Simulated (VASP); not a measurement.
# Li: electric field gradients with PBEsol

Li:

```
CELL_PARAMETERS angstrom
3.04749 0.00000 0.00000
-1.52375 2.63921 0.00000
0.00000 0.00000 4.98903
ATOMIC_POSITIONS crystal
Li 0.33333 0.66667 0.25000
Li 0.66667 0.33333 0.75000
```

This isn't the form of Li at room conditions, which is bcc.

* Program: VASP 6.6.1
* Task: electric field gradients
* Functional: PBEsol
* Potentials or basis: VASP PAW PBE potentials, release 64 (Li_sv)
* Cutoff: 520 eV
* k mesh: 15 × 15 × 8
* Occupations: fermi-dirac, width 0.03 eV
* Spin: no spin polarisation
* Dipole correction: no
* Further INCAR settings: ALGO = Normal; EDIFF = 1e-08; NBANDS = 10

The band gap on the k mesh is zero (bands 3 and 4 overlap by 4.63 eV) and the largest electric field gradient by atom is zero within the noise of the run.

Levels at points of the mesh, in eV from the Fermi level:
| k point | band 1 | band 2 | band 3 | band 4 | band 5 | band 6 |
| --- | --- | --- | --- | --- | --- | --- |
| (0.00, 0.00, 0.00) | -45.89 | -45.87 | -3.57 | -0.03 | 2.95 | 12.59 |
| (0.00, 0.00, 0.50) | -45.88 | -45.88 | -2.45 | -2.45 | 8.00 | 8.00 |

Run time: 16 s on 1 thread of Intel(R) Xeon(R) Platinum 8559C (Emerald Rapids) (shared host), peak memory 0.17 GiB.
